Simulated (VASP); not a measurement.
Set up this calculation in VASP 6.6.1, as the native input.

```yaml
Task: single point
Functional: PBEsol
Potentials_or_basis: VASP PAW PBE potentials, release 64 (Ge_d, Ga_d)
Cutoff: 520 eV
k_mesh: 6 × 6 × 6
Occupations: fermi-dirac, width 0.05 eV
Spin: no spin polarisation
Dipole_correction: no
Further_INCAR_settings: ALGO = Normal; EDIFF = 1e-06; NBANDS = 36
```

The structure of GaGe3 lies in POSCAR:

```
GaGe3
1.0
    4.1952187848      0.0000000000      0.0000000000
    0.0000000000      4.1952187848      0.0000000000
    0.0000000000      0.0000000000      4.1952187848
Ge Ga
3 1
Direct
    0.5000000000      0.5000000000      0.0000000000
    0.5000000000      0.0000000000      0.5000000000
    0.0000000000      0.5000000000      0.5000000000
    0.0000000000      0.0000000000      0.0000000000
```

One way to write it, as run:

INCAR

```
SYSTEM = GaGe3
PREC = Accurate
ENCUT = 520
EDIFF = 1E-6
ISMEAR = -1
SIGMA = 0.05
LREAL = .False.
LASPH = .True.
NELM = 80
ALGO = Normal
ISIF = 2
LWAVE = .False.
LCHARG = .False.
GGA = PS
NBANDS = 36
```

KPOINTS

```
regular mesh
0
Gamma
  6 6 6
  0 0 0
```

Potentials or basis: VASP PAW PBE potentials, release 64 (Ge_d, Ga_d).

Run with:

```sh
$ cat potpaw_PBE.64/Ge_d/POTCAR potpaw_PBE.64/Ga_d/POTCAR > POTCAR
$ mpirun -np 1 vasp_std > vasp.out
```

Results of the run:

```
Pressure               : 0.0 GPa
Band gap on the k mesh : zero (an odd number of electrons rules out a gap without spin polarisation)
```

Caveat: the PAW data sets were made with another functional, which shifts forces and pressure a little.

It took 23 s on 1 thread of Intel(R) Xeon(R) Platinum 8375C CPU @ 2.90GHz (Ice Lake), on a shared host, peak memory 0.2 GiB.
